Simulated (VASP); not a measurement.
The system is Si4P.

```
Si P
1.0
    -2.68602    2.68602    2.68602
     2.68602   -2.68602    2.68602
     2.68602    2.68602   -2.68602
Si P
4 1
Direct
  0.50000 0.50000 0.50000
  0.50000 0.00000 0.00000
  0.00000 0.00000 0.50000
  0.00000 0.50000 0.00000
  0.00000 0.00000 0.00000
```

The cell was built from a structure type or drawn by symmetry, and may not be a known phase.

| Quantity | Value |
| --- | --- |
| Program | VASP 6.6.1 |
| Task | relaxation of cell and atoms |
| Functional | PBE |
| Potentials or basis | VASP PAW PBE potentials, release 64 (Si, P) |
| Cutoff | 600 eV |
| k mesh | 4 × 4 × 4 |
| Occupations | gaussian, width 0.1 eV |
| Spin | no spin polarisation |

At the start: pressure 5.3 GPa; volume 15.50 Å³/atom.

Task: Where does the relaxation end?

Result: Over 3 steps the energy falls by 20.3 meV/atom and the volume is 16.96 Å³/atom (+9.4 %); space group Im-3m (No. 229, to 0.1 Å) before and after.

The path:
| step | energy change (eV) | largest force (eV/Å) | pressure (GPa) | volume (Å³) |
| --- | --- | --- | --- | --- |
| 1 | 0.0000 | 0.0000 | 5.28 | 77.51 |
| 2 | -0.0960 | 0.0000 | 0.93 | 83.39 |
| 3 | -0.1015 | 0.0000 | 0.25 | 84.80 |

Final structure:
```yaml
crystal:
  lattice:
    - [-2.76769, 2.76769, 2.76769]
    - [2.76769, -2.76769, 2.76769]
    - [2.76769, 2.76769, -2.76769]
  atoms:
    - { symbol: Si, position: [0.50000, 0.50000, 0.50000] }
    - { symbol: Si, position: [0.50000, 0.00000, 0.00000] }
    - { symbol: Si, position: [0.00000, 0.00000, 0.50000] }
    - { symbol: Si, position: [0.00000, 0.50000, 0.00000] }
    - { symbol: P, position: [0.00000, 0.00000, 0.00000] }
```

Caveat: the k points lie up to 0.40 Å⁻¹ apart in the final cell, too coarse for converged energies and pressures of a metal.
